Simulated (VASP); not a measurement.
Write the native input for VASP 6.6.1 that does the following.

```
Task                   : single point
Functional             : BLYP
Potentials or basis    : VASP PAW PBE potentials, release 64 (Mo_sv)
Cutoff                 : 520 eV
k mesh                 : 14 × 14 × 14
Occupations            : fermi-dirac, width 0.1 eV
Spin                   : no spin polarisation
Dipole correction      : no
Further INCAR settings : ALGO = Normal; EDIFF = 1e-06; NBANDS = 13
```

The structure of Mo lies in POSCAR:

```
Mo
1.0
    0.0000000000      2.0275507014      2.0275507014
    2.0275507014      0.0000000000      2.0275507014
    2.0275507014      2.0275507014      0.0000000000
Mo
1
Direct
    0.0000000000      0.0000000000      0.0000000000
```

The input as run:

INCAR

```
SYSTEM = Mo
PREC = Accurate
ENCUT = 520
EDIFF = 1E-6
ISMEAR = -1
SIGMA = 0.1
LREAL = .FALSE.
LASPH = .TRUE.
NELM = 60
ALGO = Normal
ISIF = 2
LWAVE = .FALSE.
LCHARG = .TRUE.
GGA = B5
ALDAX = 1.0
AGGAX = 1.0
AGGAC = 1.0
ALDAC = 0.0
LELF = .TRUE.
LVHAR = .TRUE.
NBANDS = 13
```

KPOINTS

```
regular mesh
0
G
  14 14 14
  0 0 0
```

Potentials or basis: VASP PAW PBE potentials, release 64 (Mo_sv).

Command:

```sh
$ cat potpaw_PBE.64/Mo_sv/POTCAR > POTCAR
$ mpirun -np 1 vasp_std > vasp.out
```

Results of the run:

```
Pressure               : 0.8 GPa
Band gap on the k mesh : zero (band 7 reaches 15.43 eV, above the bottom of band 8 at 11.02 eV)
```

Caveat: the PAW data sets were made with another functional, which shifts forces and pressure a little.

Wall time 14 s on 1 thread of AMD EPYC 9R45 96-Core Processor (Zen 5) (shared host), peak memory 0.12 GiB.
